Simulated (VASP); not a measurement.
# ZnB4 (I4/mmm) in VASP: single point with PBE

Aim: the single point of ZnB4 with PBE.

Everything below comes from runs of VASP 6.6.1. Logs are shortened: lines on timing, memory, paths and dates and some standing lists are left out, and cuts for length are marked.

## 1. The cell of the first run

Symmetry: I4/mmm, No. 139, tetragonal system. Conventional cell: a = 3.059 Å, b = 3.059 Å, c = 8.054 Å, α = 90.00°, β = 90.00°, γ = 90.00°. Zn (site symmetry 4/mmm) has 18 B at 2.36 to 3.09 Å and 4 Zn at 3.06 Å within 3.1 Å. B (site symmetry 4mm) has 5 B at 1.87 to 1.88 Å and 4 Zn at 2.36 Å within 2.5 Å. Within 2.6 Å of B (site symmetry -4m2) lie 8 B at 1.87 to 2.16 Å and 4 Zn at 2.53 Å.

The cell was built from a structure type or drawn by symmetry, and may not be a known phase.

## 2. Single point, PBE

Contents of INCAR:

```
SYSTEM = ZnB4
ALGO = Normal
EDIFF = 1E-6
ENCUT = 520
GGA = PE
ISIF = 2
ISMEAR = 0
LASPH = .True.
LCHARG = .True.
LELF = .True.
LREAL = .False.
LVHAR = .True.
LWAVE = .False.
NBANDS = 20
NELM = 100
PREC = Accurate
SIGMA = 0.1
```

Contents of KPOINTS:

```
k-points
0
Gamma
  18 18 18
  0 0 0
```

Contents of POSCAR:

```
ZnB4
1.0
   -1.5296662339      1.5296662339      4.0269583325
    1.5296662339     -1.5296662339      4.0269583325
    1.5296662339      1.5296662339     -4.0269583325
Zn B
1 4
Direct
    0.0000000000      0.0000000000      0.0000000000
    0.3831218242      0.3831218242      0.0000000000
    0.6168781758      0.6168781758      0.0000000000
    0.7500000000      0.2500000000      0.5000000000
    0.2500000000      0.7500000000      0.5000000000
```

Potentials or basis: VASP PAW PBE potentials, release 64 (Zn, B).

The run is started by

```sh
> cat potpaw_PBE.64/Zn/POTCAR potpaw_PBE.64/B/POTCAR > POTCAR
> mpirun -np 1 vasp_std > vasp.out
```

OUTCAR:

```text
SYSTEM = ZnB4
   EDIFF = 1E-6
   ENCUT = 520
   GGA = PE
   ISIF = 2
   ISMEAR = 0
   LASPH = .True.
   LREAL = .False.
   NELM = 100
   PREC = Accurate

 ion  position               nearest neighbor table
   1  0.000  0.000  0.000-   3 2.36   3 2.36   3 2.36   2 2.36   3 2.36   2 2.36   2 2.36   2 2.36
                             5 2.53   4 2.53   5 2.53   4 2.53   4 2.53   4 2.53   5 2.53   5 2.53
   2  0.383  0.383  0.000-   4 1.87   5 1.87   5 1.87   4 1.87   3 1.88   1 2.36   1 2.36   1 2.36
                             1 2.36
   3  0.617  0.617  0.000-   5 1.87   4 1.87   4 1.87   5 1.87   2 1.88   1 2.36   1 2.36   1 2.36
                             1 2.36
   4  0.750  0.250  0.500-   2 1.87   3 1.87   2 1.87   3 1.87   5 2.16   5 2.16   5 2.16   5 2.16
                             1 2.53   1 2.53   1 2.53   1 2.53
   5  0.250  0.750  0.500-   2 1.87   3 1.87   2 1.87   3 1.87   4 2.16   4 2.16   4 2.16   4 2.16
                             1 2.53   1 2.53   1 2.53   1 2.53

  LATTYP: Found a body centered tetragonal cell.
 ALAT       =     3.0593324678
 C/A-ratio  =     2.6325732001

  Lattice vectors:

 A1 = (  -1.5296662339,   1.5296662339,   4.0269583325)
 A2 = (   1.5296662339,  -1.5296662339,   4.0269583325)
 A3 = (   1.5296662339,   1.5296662339,  -4.0269583325)

Analysis of symmetry for initial positions (statically):
=====================================================================
 Subroutine PRICEL returns:
 Original cell was already a primitive cell.

 Routine SETGRP: Setting up the symmetry group for a
 body centered tetragonal supercell.

 Subroutine GETGRP returns: Found 16 space group operations
 (whereof 16 operations were pure point group operations)
 out of a pool of 16 trial point group operations.

The static configuration has the point symmetry D_4h.

Analysis of symmetry for dynamics (positions and initial velocities):
=====================================================================
 Subroutine PRICEL returns:
 Original cell was already a primitive cell.

 Routine SETGRP: Setting up the symmetry group for a
 body centered tetragonal supercell.

 Subroutine GETGRP returns: Found 16 space group operations
 (whereof 16 operations were pure point group operations)
 out of a pool of 16 trial point group operations.

The dynamic configuration has the point symmetry D_4h.

 Subroutine INISYM returns: Found 16 space group operations
 (whereof 16 operations are pure point group operations),
 and found     1 'primitive' translations

[... 99 lines left out ...]
   NELM   =    100;   NELMIN=  2; NELMDL= -5     # of ELM steps
   EDIFF  = 0.1E-05   stopping-criterion for ELM
   LREAL  =      F    real-space projection
   EDIFFG = 0.1E-04   stopping-criterion for IOM
   NSW    =      0    number of steps for IOM
   IBRION =     -1    ionic relax: 0-MD 1-quasi-New 2-CG
   NFREE  =      0    steps in history (QN), initial steepest desc. (CG)
   ISIF   =      2    stress and relaxation
   ISYM   =      2    0-nonsym 1-usesym 2-fastsym
   POTIM  = 0.5000    time-step for ionic-motion
   TEBEG  =    0.0;   TEEND  =   0.0 temperature during run
   PSTRESS=    0.0 pullay stress
   NELECT =      24.0000    total number of electrons
   NUPDOWN=      -1.0000    fix difference up-down
   EMIN   =  10.00;   EMAX   =-10.00  energy-range for DOS
   EFERMI =   0.00;   METHOD = LEGACY
   ISMEAR =     0;   SIGMA  =   0.10  broadening in eV -4-tet -1-fermi 0-gaus
   EFERMI_NEDOS =   21; number of points for ismear=-14 and -15
   IALGO  =     38    algorithm
   IMIX   =      4    mixing-type and parameters
     AMIX     =   0.40;   BMIX     =  1.00
     AMIX_MAG =   1.60;   BMIX_MAG =  1.00
  volume/ion in A,a.u.               =       7.54        50.87
  Fermi-wavevector in a.u.,A,eV,Ry     =   1.408429  2.661546 26.989515  1.983673
  Thomas-Fermi vector in A             =   2.530588
   LORBIT       =      0    0 simple, 1 ext, 2 COOP (PROOUT), +10 PAW based schemes
   GGA     = PE    functional components
   LHFCALC =     F    Hartree Fock is set to
   AEXX    =    0.0000 exact exchange contribution
   IVDW    =     0    specifies the selected vdW correction
   LEPSILON=     F    determine dielectric tensor
   LRPA    =     F    only Hartree local field effects (RPA)
 non-spin polarized calculation
 Gauss-broadening in eV      SIGMA  =   0.10
  energy-cutoff  :      520.00
  volume of cell :       37.69
 maximum number of plane-waves:      1031
 NGX is ok and might be reduce to    36
   NGX = 17   NGY = 17   NGZ = 17

 number of electron      24.0000000 magnetization

 Free energy of the ion-electron system (eV)
  ---------------------------------------------------
  ext. energy  EPLUGINS =         0.00000000
  ---------------------------------------------------
  free energy    TOTEN  =       -25.20689954 eV

  energy without entropy =      -25.20397498  energy(sigma->0) =      -25.20543726

 E-fermi :   7.7780     XC(G=0): -12.6297

 val. band max:        7.7749773756   @ k =  -0.1667  -0.2222   0.1667
 cond. band min:       7.7803415292   @ k =  -0.0556  -0.2778   0.0556
 fundamental gap:      0.0053641536
 Fermi energy:         7.7780154969

 k-point     1 :       0.0000    0.0000    0.0000
  band No.  band energies     occupation
      1      -8.7991      2.00000
      2      -1.9524      2.00000
      3      -1.0768      2.00000
      4      -0.6933      2.00000
      5      -0.5768      2.00000
      6      -0.5768      2.00000
[... 541 lines left out ...]
     19      16.8422      0.00000
     20      17.8210      0.00000

 [... further k-points ...]
[... 5 lines left out ...]
  --------------------------------------------------------------------------------------
  -------------------------------------------------------------------------------------
  Total        0.1064143      0.1064143      0.1242909      0.0000000      0.0000000      0.0000000
  in kB        4.5235585      4.5235585      5.2834731      0.0000000      0.0000000      0.0000000
  external PRESSURE =       4.7768634 kB  Pullay stress =       0.0000000 kB

 VOLUME and BASIS-vectors are now :
 -----------------------------------------------------------------------------
  energy-cutoff  :      520.00
  volume of cell :       37.69
      direct lattice vectors                 reciprocal lattice vectors
    -1.529666234  1.529666234  4.026958332     0.000000000  0.326868691  0.124163192
     1.529666234 -1.529666234  4.026958332     0.326868691  0.000000000  0.124163192
     1.529666234  1.529666234 -4.026958332     0.326868691  0.326868691  0.000000000

 POSITION                                       TOTAL-FORCE (eV/Angst)
 -----------------------------------------------------------------------------------
      0.00000      0.00000      0.00000        -0.000000     -0.000000      0.000000
      0.00000      0.00000      3.08563        -0.000000     -0.000000     -0.007601
      0.00000      0.00000      4.96829         0.000000      0.000000      0.007601
      0.00000      1.52967      2.01348        -0.000000     -0.000000      0.000000
      1.52967      0.00000      2.01348        -0.000000     -0.000000     -0.000000
 -----------------------------------------------------------------------------------
    total drift:                               -0.000000      0.000000      0.000000

  FREE ENERGIE OF THE ION-ELECTRON SYSTEM (eV)
  ---------------------------------------------------
  free  energy   TOTEN  =       -25.2068995422 eV

  energy  without entropy=      -25.2039749764  energy(sigma->0) =      -25.20543726
```

stdout:

```text
POSCAR found type information on POSCAR ZnB
 POSCAR found :  2 types and       5 ions
 scaLAPACK will be used
 LDA part: xc-table for (Slater+PW92), standard interpolation
 POSCAR, INCAR and KPOINTS ok, starting setup
 FFT: planning ... GRIDC
 FFT: planning ... GRID_SOFT
 FFT: planning ... GRID
 WAVECAR not read
 entering main loop
```

Wall time 9.1 min (1 thread of AMD EPYC 7R13 (Zen 3), shared host); peak memory 0.43 GiB.

What came out:

```
Free energy            : -25.2069 eV
Pressure               : 0.5 GPa
Largest force          : 0.008 eV/Å
Band gap on the k mesh : zero (bands 12 and 13 overlap by 3.14 eV)
```

Forces on the atoms (eV/Å):
```
Zn   0.000  0.000  0.000
B    0.000  0.000 -0.008
B    0.000  0.000  0.008
B    0.000  0.000  0.000
B    0.000  0.000  0.000
```
